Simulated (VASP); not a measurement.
A run of VASP 6.6.1:

File INCAR:

```
SYSTEM = ZnSe
  PREC = Accurate
  ENCUT = 520
  EDIFF = 1E-6
  ISMEAR = -1
  SIGMA = 0.02
  LREAL = .False.
  LASPH = .True.
  NELM = 100
  ALGO = Normal
  ISIF = 2
  LWAVE = .False.
  LCHARG = .True.
  GGA = PE
  LELF = .True.
  LVHAR = .True.
  NBANDS = 16
```

KPOINTS

```
regular mesh
0
Gamma
  13 13 13
  0 0 0
```

File POSCAR:

```
ZnSe
1.0
    0.0000000000      2.8525674344      2.8525674344
    2.8525674344      0.0000000000      2.8525674344
    2.8525674344      2.8525674344      0.0000000000
Zn Se
1 1
Direct
    0.0000000000      0.0000000000      0.0000000000
    0.2500000000      0.2500000000      0.2500000000
```

Potentials or basis: VASP PAW PBE potentials, release 64 (Zn, Se).

The run is started by

```sh
$ cat potpaw_PBE.64/Zn/POTCAR potpaw_PBE.64/Se/POTCAR > POTCAR
$ mpirun -np 1 vasp_std > vasp.out
```

Hardware: 1 thread of Intel(R) Xeon(R) 6975P-C (Granite Rapids), on a shared host.

Task: How long does it take, and how much memory?

Result: It took 26 s on 1 thread of Intel(R) Xeon(R) 6975P-C (Granite Rapids), on a shared host, peak memory 0.21 GiB. Counts: scf iterations 13, k points 84.
